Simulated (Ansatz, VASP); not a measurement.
**InP: VASP beside Ansatz**

The input INCAR:

```
SYSTEM = InP
PREC = Accurate
ENCUT = 520
EDIFF = 1E-7
ISMEAR = 0
SIGMA = 0.05
LREAL = .FALSE.
LASPH = .TRUE.
NELM = 60
ALGO = Normal
ISIF = 2
LWAVE = .FALSE.
LCHARG = .TRUE.
GGA = PE
LELF = .TRUE.
LVHAR = .TRUE.
NBANDS = 16
```

The input KPOINTS:

```
Automatic mesh
0
G
  10 10 10
  0 0 0
```

POSCAR

```
InP
1.0
    0.0000000000      2.9353336906      2.8906331776
    2.9353336906      0.0000000000      2.8906331776
    2.9353336906      2.9353336906      0.0000000000
In P
1 1
Direct
    0.0000000000      0.0000000000      0.0000000000
    0.7500000000      0.7500000000      0.7500000000
```

Input for Ansatz:

```yaml
crystal:
  lattice:
    - [0.0, 2.9353336906, 2.8906331776]
    - [2.9353336906, 0.0, 2.8906331776]
    - [2.9353336906, 2.9353336906, 0.0]
  atoms:
    - { symbol: In, position: [0.0, 0.0, 0.0] }
    - { symbol: P, position: [0.75, 0.75, 0.75] }
basis:
  ecutwfc: 420
kpoints:
  mp_grid: { grid: [10, 10, 10] }
hamiltonian:
  xc: pbe
scf:
  occupations: { method: gaussian, width: 0.05 }
output:
  forces: true
  stress: true
  eigenvalues: true
```

Change from the starting cell: strain -0.015 along x and y, -0.030 along z, atoms carried along.

Alike in both runs: task single point; functional PBE; k mesh 10 × 10 × 10; occupations gaussian, width 0.05 eV; no spin polarisation.

|  | VASP | Ansatz |
| --- | --- | --- |
| version | VASP 6.6.1 | Ansatz 0.2.0 |
| potentials or method | VASP PAW PBE potentials, release 64 (In_d, P), cutoff 520 eV | scalar-relativistic, plane waves, PAW |
| valence electrons in the cell | 18 | 18 |

```tsv
	VASP	Ansatz	Ansatz less VASP
gap on the k mesh at the Fermi level (eV)	0.72	0.72	+0.003
least direct gap on the mesh (eV)	0.72	0.72	+0.003
pressure (GPa)	4.1	4.1	+0.06
traceless stress, the component that is largest in VASP (GPa)	0.39	0.39	0.000
```

With one functional, cell and mesh, what is left measures potentials, basis and numerics.
